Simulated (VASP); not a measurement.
# WC (Qusongite) (P-6m2) in VASP: a series of runs, part 2 of 3

VASP 6.6.1. The steps go on from the part before.

## Step 3: Single point, PBE+D4

This run uses another cell than the first one, of 10.34 Å³/atom, 0.997 times its volume.

File INCAR:

```
PREC     = Accurate       # precision mode
ENCUT    = 520            # plane-wave cutoff, eV
EDIFF    = 1E-6           # SCF threshold, eV
ISMEAR   = -1             # smearing method
SIGMA    = 0.05           # smearing width, eV
LREAL    = False          # projectors in reciprocal space
LASPH    = True           # aspherical terms in the spheres
NELM     = 60             # most SCF steps
ALGO     = Normal         # electronic algorithm
ISIF     = 2              # what is computed and relaxed
LWAVE    = False          # write WAVECAR
LCHARG   = True           # write CHGCAR
GGA      = PE             # functional
IVDW     = 13             # dispersion correction
LELF     = True           # ELF
LVHAR    = True         
NBANDS   = 16             # bands
```

File KPOINTS:

```
regular mesh
0
Gamma
  10 10 9
```

File POSCAR:

```
WC
1.0
    2.9044158131      0.0000000000      0.0000000000
   -1.4522079066      2.5152978773      0.0000000000
    0.0000000000      0.0000000000      2.8319855095
W C
1 1
Direct
    0.0000000000      0.0000000000      0.0000000000
    0.6666666667      0.3333333333      0.5000000000
```

Potentials or basis: VASP PAW PBE potentials, release 64 (W_sv, C).

The run is started by

```
$ cat potpaw_PBE.64/W_sv/POTCAR potpaw_PBE.64/C/POTCAR > POTCAR
$ mpirun -np 1 vasp_std > vasp.out
```

OUTCAR:

```text
PREC = Accurate
   ENCUT = 520
   EDIFF = 1E-6
   ISMEAR = -1
   LREAL = False
   LASPH = True
   NELM = 60
   ISIF = 2
   GGA = PE
   IVDW = 13

 ion  position               nearest neighbor table
   1  0.000  0.000  0.000-   2 2.19   2 2.19   2 2.19   2 2.19   2 2.19   2 2.19
   2  0.667  0.333  0.500-   1 2.19   1 2.19   1 2.19   1 2.19   1 2.19   1 2.19

  LATTYP: Found a hexagonal cell.
 ALAT       =     2.9044158131
 C/A-ratio  =     0.9750620062

  Lattice vectors:

 A1 = (   2.9044158131,   0.0000000000,   0.0000000000)
 A2 = (  -1.4522079066,   2.5152978773,   0.0000000000)
 A3 = (   0.0000000000,   0.0000000000,   2.8319855095)

Analysis of symmetry for initial positions (statically):
=====================================================================
 Subroutine PRICEL returns:
 Original cell was already a primitive cell.

 Routine SETGRP: Setting up the symmetry group for a
 hexagonal supercell.

 Subroutine GETGRP returns: Found 12 space group operations
 (whereof 12 operations were pure point group operations)
 out of a pool of 24 trial point group operations.

The static configuration has the point symmetry D_3h.

Analysis of symmetry for dynamics (positions and initial velocities):
=====================================================================
 Subroutine PRICEL returns:
 Original cell was already a primitive cell.

 Routine SETGRP: Setting up the symmetry group for a
 hexagonal supercell.

 Subroutine GETGRP returns: Found 12 space group operations
 (whereof 12 operations were pure point group operations)
 out of a pool of 24 trial point group operations.

The dynamic configuration has the point symmetry D_3h.

 Subroutine INISYM returns: Found 12 space group operations
 (whereof 12 operations are pure point group operations),
 and found     1 'primitive' translations

----------------------------------------------------------------------------------------

[... 111 lines left out ...]
     AMIX     =   0.40;   BMIX     =  1.00
     AMIX_MAG =   1.60;   BMIX_MAG =  1.00
  volume/ion in A,a.u.               =      10.34        69.81
  Fermi-wavevector in a.u.,A,eV,Ry     =   1.562857  2.953372 33.232531  2.442522
  Thomas-Fermi vector in A             =   2.665714
   LORBIT       =      0    0 simple, 1 ext, 2 COOP (PROOUT), +10 PAW based schemes
   GGA     = PE    functional components
   LHFCALC =     F    Hartree Fock is set to
   AEXX    =    0.0000 exact exchange contribution
   IVDW    =    13    specifies the selected vdW correction
   LEPSILON=     F    determine dielectric tensor
   LRPA    =     F    only Hartree local field effects (RPA)
 non-spin polarized calculation
  energy-cutoff  :      520.00
  volume of cell :       20.69
 maximum number of plane-waves:       580
 NGX is ok and might be reduce to    24
   NGX = 11   NGY = 11   NGZ = 11

 number of electron      18.0000001 magnetization

 Free energy of the ion-electron system (eV)
  ---------------------------------------------------
  ext. energy  EPLUGINS =         0.00000000
  ---------------------------------------------------
  free energy    TOTEN  =       -22.44356850 eV

  energy without entropy =      -22.44169721  energy(sigma->0) =      -22.44263286

 E-fermi :  11.1177     XC(G=0): -13.8170

 val. band max:       11.0291514447   @ k =   0.0000   0.0000   0.3333
 cond. band min:      11.1330508243   @ k =   0.1000  -0.0000   0.3333
 fundamental gap:      0.1038993796
 Fermi energy:        11.1177246934

 k-point     1 :       0.0000    0.0000    0.0000
  band No.  band energies     occupation
      1     -62.8713      2.00000
      2     -26.8529      2.00000
      3     -26.7492      2.00000
      4     -26.7492      2.00000
      5      -3.3548      2.00000
      6       6.7941      2.00000
[... 433 lines left out ...]
      3     -26.9772      2.00000
      4     -26.8252      2.00000
      5       0.0888      2.00000
      6       4.2084      2.00000
[... 8 lines left out ...]
     15      24.5630      0.00000
     16      28.6010      0.00000

 [... further k-points ...]

------------------------ aborting loop because EDIFF is reached ----------------------------------------

  DFT-D4 for vdW energy calculation

  Edisp (eV):   -0.97768

  FORCE on cell =-STRESS in cart. coord.  units (eV):
  Direction    XX          YY          ZZ          XY          YZ          ZX
  --------------------------------------------------------------------------------------
  -------------------------------------------------------------------------------------
  Total       0.11742     0.11742     0.15795    -0.00000     0.00000     0.00000
  in kB       9.09335     9.09335    12.23166    -0.00000     0.00000     0.00000
  external pressure =       10.14 kB  Pullay stress =        0.00 kB

 VOLUME and BASIS-vectors are now :
 -----------------------------------------------------------------------------
  energy-cutoff  :      520.00
  volume of cell :       20.69
      direct lattice vectors                 reciprocal lattice vectors
     2.904415813  0.000000000  0.000000000     0.344303318  0.198783613  0.000000000
    -1.452207907  2.515297877  0.000000000     0.000000000  0.397567226  0.000000000
     0.000000000  0.000000000  2.831985509     0.000000000  0.000000000  0.353109151

 POSITION                                       TOTAL-FORCE (eV/Angst)
 -----------------------------------------------------------------------------------
      0.00000      0.00000      0.00000        -0.000000      0.000000      0.000000
      1.45221      0.83843      1.41599         0.000000     -0.000000      0.000000
 -----------------------------------------------------------------------------------
    total drift:                                0.000000     -0.000000      0.000000

  FREE ENERGIE OF THE ION-ELECTRON SYSTEM (eV)
  ---------------------------------------------------
  free  energy   TOTEN  =       -23.4212525805 eV

  energy  without entropy=      -23.4193812845  energy(sigma->0) =      -23.42031693
```

It took 16 s on 1 thread of Intel Xeon Platinum 8488C (Sapphire Rapids), shared host; peak memory 0.15 GiB.

What came out:

```
Free energy                : -23.4213 eV
Pressure                   : 1.0 GPa
Band gap on the k mesh     : zero (band 9 reaches 11.78 eV, above the bottom of band 10 at 10.58 eV)
Dispersion energy per atom : -0.489 eV
```

Caveat: spin-orbit coupling is left out, which moves the levels of the heavy elements; pairwise dispersion overbinds metals, which lowers pressure and volume.

## Step 4: Single point, BLYP+D3(BJ)

This run uses another cell than the first one, of 10.42 Å³/atom, 1.004 times its volume.

File INCAR:

```
SYSTEM = WC
AGGAC = 1.0 ; AGGAX = 1.0
ALDAC = 0.0 ; ALDAX = 1.0
ALGO = Normal ; EDIFF = 1E-7
ENCUT = 520 ; GGA = B5
ISIF = 2 ; ISMEAR = -1
IVDW = 12 ; LASPH = .TRUE.
LCHARG = .FALSE. ; LREAL = .FALSE.
LWAVE = .FALSE. ; NBANDS = 16
NELM = 80 ; PREC = Accurate
SIGMA = 0.05 ; VDW_A1 = 0.4298
VDW_A2 = 4.2359 ; VDW_S6 = 1.0
VDW_S8 = 2.6996
```

File KPOINTS:

```
k-points
0
G
  10 10 9
  0 0 0
```

File POSCAR:

```
WC
1.0
    2.9113544381      0.0000000000      0.0000000000
   -1.4556772191      2.5213069028      0.0000000000
    0.0000000000      0.0000000000      2.8380826546
W C
1 1
Direct
    0.0000000000      0.0000000000      0.0000000000
    0.6666666667      0.3333333333      0.5000000000
```

Potentials or basis: VASP PAW PBE potentials, release 64 (W_sv, C).

The run is started by

```
$ cat potpaw_PBE.64/W_sv/POTCAR potpaw_PBE.64/C/POTCAR > POTCAR
$ mpirun -np 1 vasp_std > vasp.out
```

OUTCAR:

```text
SYSTEM = WC
   EDIFF = 1E-7
   ENCUT = 520
   GGA = B5
   ISIF = 2
   ISMEAR = -1
   IVDW = 12
   LASPH = .TRUE.
   LREAL = .FALSE.
   NELM = 80
   PREC = Accurate
 IVDW          = 12

 ion  position               nearest neighbor table
   1  0.000  0.000  0.000-   2 2.20   2 2.20   2 2.20   2 2.20   2 2.20   2 2.20
   2  0.667  0.333  0.500-   1 2.20   1 2.20   1 2.20   1 2.20   1 2.20   1 2.20

  LATTYP: Found a hexagonal cell.
 ALAT       =     2.9113544381
 C/A-ratio  =     0.9748324070

  Lattice vectors:

 A1 = (   2.9113544381,   0.0000000000,   0.0000000000)
 A2 = (  -1.4556772191,   2.5213069028,   0.0000000000)
 A3 = (   0.0000000000,   0.0000000000,   2.8380826546)

Analysis of symmetry for initial positions (statically):
=====================================================================
 Subroutine PRICEL returns:
 Original cell was already a primitive cell.

 Routine SETGRP: Setting up the symmetry group for a
 hexagonal supercell.

 Subroutine GETGRP returns: Found 12 space group operations
 (whereof 12 operations were pure point group operations)
 out of a pool of 24 trial point group operations.

The static configuration has the point symmetry D_3h.

Analysis of symmetry for dynamics (positions and initial velocities):
=====================================================================
 Subroutine PRICEL returns:
 Original cell was already a primitive cell.

 Routine SETGRP: Setting up the symmetry group for a
 hexagonal supercell.

 Subroutine GETGRP returns: Found 12 space group operations
 (whereof 12 operations were pure point group operations)
 out of a pool of 24 trial point group operations.

The dynamic configuration has the point symmetry D_3h.

 Subroutine INISYM returns: Found 12 space group operations
 (whereof 12 operations are pure point group operations),
 and found     1 'primitive' translations

----------------------------------------------------------------------------------------

[... 112 lines left out ...]
     AMIX_MAG =   1.60;   BMIX_MAG =  1.00
  volume/ion in A,a.u.               =      10.42        70.29
  Fermi-wavevector in a.u.,A,eV,Ry     =   1.559255  2.946564 33.079507  2.431275
  Thomas-Fermi vector in A             =   2.662640
   LORBIT       =      0    0 simple, 1 ext, 2 COOP (PROOUT), +10 PAW based schemes
   GGA     = B5    functional components
   LHFCALC =     F    Hartree Fock is set to
   AEXX    =    0.0000 exact exchange contribution
   IVDW    =    12    specifies the selected vdW correction
   LEPSILON=     F    determine dielectric tensor
   LRPA    =     F    only Hartree local field effects (RPA)
 non-spin polarized calculation
  energy-cutoff  :      520.00
  volume of cell :       20.83
 maximum number of plane-waves:       587
 NGX is ok and might be reduce to    24
   NGX = 11   NGY = 11   NGZ = 11

 number of electron      18.0000000 magnetization

 Free energy of the ion-electron system (eV)
  ---------------------------------------------------
  ext. energy  EPLUGINS =         0.00000000
  ---------------------------------------------------
  free energy    TOTEN  =       -19.96072640 eV

  energy without entropy =      -19.95852998  energy(sigma->0) =      -19.95962819

 E-fermi :  11.5211     XC(G=0): -13.0695

 val. band max:       11.4274905002   @ k =   0.0000   0.0000   0.3333
 cond. band min:      11.5282231882   @ k =   0.4000   0.2000   0.0000
 fundamental gap:      0.1007326880
 Fermi energy:        11.5211167412

 k-point     1 :       0.0000    0.0000    0.0000
  band No.  band energies     occupation
      1     -62.1088      2.00000
      2     -26.3482      2.00000
      3     -26.2476      2.00000
      4     -26.2476      2.00000
      5      -2.7082      2.00000
      6       7.3125      2.00000
[... 433 lines left out ...]
      3     -26.4722      2.00000
      4     -26.3213      2.00000
      5       0.6160      2.00000
      6       4.8234      2.00000
[... 8 lines left out ...]
     15      24.9999      0.00000
     16      29.1593      0.00000

 [... further k-points ...]

------------------------ aborting loop because EDIFF is reached ----------------------------------------

 Edisp (eV)   -2.14092

 E8    (eV) :    -1.6085

  FORCE on cell =-STRESS in cart. coord.  units (eV):
  Direction    XX          YY          ZZ          XY          YZ          ZX
  --------------------------------------------------------------------------------------
  -------------------------------------------------------------------------------------
  Total       0.31187     0.31187     0.37410    -0.00000     0.00000     0.00000
  in kB      23.98507    23.98507    28.77076    -0.00000     0.00000     0.00000
  external pressure =       25.58 kB  Pullay stress =        0.00 kB

 VOLUME and BASIS-vectors are now :
 -----------------------------------------------------------------------------
  energy-cutoff  :      520.00
  volume of cell :       20.83
      direct lattice vectors                 reciprocal lattice vectors
     2.911354438  0.000000000  0.000000000     0.343482740  0.198309853  0.000000000
    -1.455677219  2.521306903  0.000000000     0.000000000  0.396619705  0.000000000
     0.000000000  0.000000000  2.838082655     0.000000000  0.000000000  0.352350556

 POSITION                                       TOTAL-FORCE (eV/Angst)
 -----------------------------------------------------------------------------------
      0.00000      0.00000      0.00000        -0.000000      0.000000      0.000000
      1.45568      0.84044      1.41904         0.000000     -0.000000      0.000000
 -----------------------------------------------------------------------------------
    total drift:                                0.000000     -0.000000      0.000000

  FREE ENERGIE OF THE ION-ELECTRON SYSTEM (eV)
  ---------------------------------------------------
  free  energy   TOTEN  =       -22.1016506881 eV

  energy  without entropy=      -22.0994542762  energy(sigma->0) =      -22.10055248
```

stdout:

```text
POSCAR found type information on POSCAR W C
 POSCAR found :  2 types and       2 ions
 scaLAPACK will be used
 -----------------------------------------------------------------------------
|                                                                             |
|                                                                             |
|     You enforced a specific xc type in the INCAR file but a different       |
|     I HOPE YOU KNOW WHAT YOU ARE DOING!                                     |
|                                                                             |
 -----------------------------------------------------------------------------

 LDA part: xc-table for (Slater(with rela. corr.)+VWN5), standard interpolation
 POSCAR, INCAR and KPOINTS ok, starting setup
 FFT: planning ... GRIDC
 FFT: planning ... GRID_SOFT
 FFT: planning ... GRID
 WAVECAR not read
 entering main loop
```

It took 22 s on 1 thread of Intel Xeon Platinum 8488C (Sapphire Rapids), shared host; peak memory 0.16 GiB.

What came out:

- Free energy: -22.1017 eV
- Pressure: 2.6 GPa
- Band gap on the k mesh: zero (band 9 reaches 12.17 eV, above the bottom of band 10 at 10.98 eV)
- Dispersion energy per atom: -1.070 eV

Levels at points of the mesh, in eV from the Fermi level:
```
           k point  band 6  band 7  band 8  band 9  band 10  band 11  band 12  band 13
(0.00, 0.00, 0.00)   -4.21   -3.32   -3.32    0.11     3.17     3.17     5.52     5.52
(0.50, 0.00, 0.00)   -6.82   -3.59   -3.46   -0.46     2.31     4.44     4.76     6.81
```

Caveat: the PAW data sets were made with another functional, which shifts forces and pressure a little; spin-orbit coupling is left out, which moves the levels of the heavy elements; pairwise dispersion overbinds metals, which lowers pressure and volume.

## Step 5: Relaxation of cell and atoms, PBE+D4

File INCAR:

```
SYSTEM = WC
PREC = Accurate
ENCUT = 600
EDIFF = 1E-7
ISMEAR = -1
SIGMA = 0.05
LREAL = .FALSE.
LASPH = .TRUE.
NELM = 100
ALGO = Normal
ISIF = 3
LWAVE = .FALSE.
LCHARG = .FALSE.
GGA = PE
IVDW = 13
IBRION = 2
NSW = 80
EDIFFG = -0.005
```

File KPOINTS:

```
regular mesh
0
G
  10 10 9
  0 0 0
```

File POSCAR:

```
WC
1.0
    2.9065000000      0.0000000000      0.0000000000
   -1.4532500000      2.5171028361      0.0000000000
    0.0000000000      0.0000000000      2.8366000000
W C
1 1
Direct
    0.0000000000      0.0000000000      0.0000000000
    0.6666666667      0.3333333333      0.5000000000
```

The run is started by

```
$ cat potpaw_PBE.64/W_sv/POTCAR potpaw_PBE.64/C/POTCAR > POTCAR
$ mpirun -np 1 vasp_std > vasp.out
```

It took 62 s on 1 thread of Intel Xeon Platinum 8488C (Sapphire Rapids), shared host; peak memory 0.16 GiB.

The run converged. Its results:

- Free energy: -23.4224 eV
- Relaxed volume: 10.37 Å³/atom
- Relaxed cell: a = 2.906 Å, b = 2.906 Å, c = 2.835 Å, α = 90.00°, β = 90.00°, γ = 120.00°
- Space group after relaxing (to 0.05 Å): P-6m2 (No. 187)
- Energy gained by relaxing: 0.0 meV/atom
- Ionic steps: 8
- Pressure after relaxing: 0.0 GPa
- Band gap on the k mesh: zero (band 9 reaches 11.75 eV, above the bottom of band 10 at 10.55 eV)
- Dispersion energy per atom: -0.488 eV

Final structure:
```
W C
1.0
     2.90641    0.00000    0.00000
    -1.45321    2.51703    0.00000
     0.00000    0.00000    2.83457
W C
1 1
Direct
  0.00000 0.00000 0.00000
  0.66667 0.33333 0.50000
```

Levels at points of the mesh, in eV from the Fermi level:
| k point | band 7 | band 8 | band 9 | band 10 | band 11 | band 12 |
| --- | --- | --- | --- | --- | --- | --- |
| (0.00, 0.00, 0.00) | -3.34 | -3.34 | 0.09 | 3.24 | 3.24 | 5.63 |
| (0.50, 0.00, 0.00) | -3.61 | -3.57 | -0.47 | 2.36 | 4.54 | 4.89 |

Caveat: spin-orbit coupling is left out, which moves the levels of the heavy elements; pairwise dispersion overbinds metals, which lowers pressure and volume.

[end of part 2 of 3]
